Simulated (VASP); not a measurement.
A run of VASP 6.6.1:

INCAR

```
SYSTEM = MgZn2O3
  PREC = Accurate
  ENCUT = 520
  EDIFF = 1E-6
  ISMEAR = 0
  SIGMA = 0.01
  LREAL = .False.
  LASPH = .True.
  NELM = 100
  ALGO = Normal
  ISIF = 2
  LWAVE = .False.
  LCHARG = .False.
  NBANDS = 31
```

File KPOINTS:

```
Automatic mesh
0
Gamma
  12 12 4
  0 0 0
```

POSCAR

```
MgZn2O3
1.0
    3.0057061992      0.0000000000      0.0000000000
   -1.5028530996      2.6030179248      0.0000000000
    0.0000000000      0.0000000000      7.3429055976
Mg Zn O
1 2 3
Direct
    0.0000000000      0.0000000000      0.0000000000
    0.3333333333      0.6666666667      0.6682898340
    0.6666666667      0.3333333333      0.3317101660
    0.3333333333      0.6666666667      0.1613721611
    0.6666666667      0.3333333333      0.8386278389
    0.0000000000      0.0000000000      0.5000000000
```

Potentials or basis: VASP PAW LDA potentials, release 64 (Mg, Zn, O).

Run with:

```sh
$ cat potpaw_LDA.64/Mg/POTCAR potpaw_LDA.64/Zn/POTCAR potpaw_LDA.64/O/POTCAR > POTCAR
$ mpirun -np 1 vasp_std > vasp.out
```

Hardware: 1 thread of AMD EPYC 9R45 96-Core Processor (Zen 5), on a shared host.

Problem. Estimate the wall time of this run.

Solution. It took 90 s on 1 thread of AMD EPYC 9R45 96-Core Processor (Zen 5), with other jobs on the host, peak memory 0.2 GiB. Counts: scf iterations 14, k points 69.
